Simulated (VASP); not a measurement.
Runs of VASP 6.6.1 on Al3B2P. The structure is that of space group P-6m2 (No. 187), or close to it. The cells are those of the table. 

```csv
task,cell,k mesh,cutoff (eV),gap on the mesh (eV),pressure (GPa),largest force (eV/Å)
relaxation of cell and atoms,"relaxed from a = 3.625, b = 3.625, c = 7.131 Å, angles 90.0, 90.0, 120.0°, 6 atoms",6 × 6 × 4,600,none,-0.1,-
single point,"a = 3.625, b = 3.625, c = 7.131 Å, angles 90.0, 90.0, 120.0°, 6 atoms",6 × 6 × 4,520,none,28.6,1.51
single point,"a = 4.331, b = 4.331, c = 5.370 Å, angles 90.0, 90.0, 120.0°, 6 atoms",12 × 12 × 8,520,none,0.0,0.01
single point,"a = 4.341, b = 4.341, c = 5.346 Å, angles 90.0, 90.0, 120.0°, 6 atoms",6 × 6 × 4,520,none,0.0,(a)
```

Alike in all rows: level PBE; potentials or basis VASP PAW PBE potentials, release 64 (Al, B, P); no spin polarisation; smearing gaussian 0.1 eV.

Q: Estimate the missing entries.

A: (a) 0.02.

Caveats: forces of over 1 eV/Å act on the atoms, so gaps and moduli don't describe the material at rest (some runs).

A gap of «none» marks levels without a gap at the run's occupations.
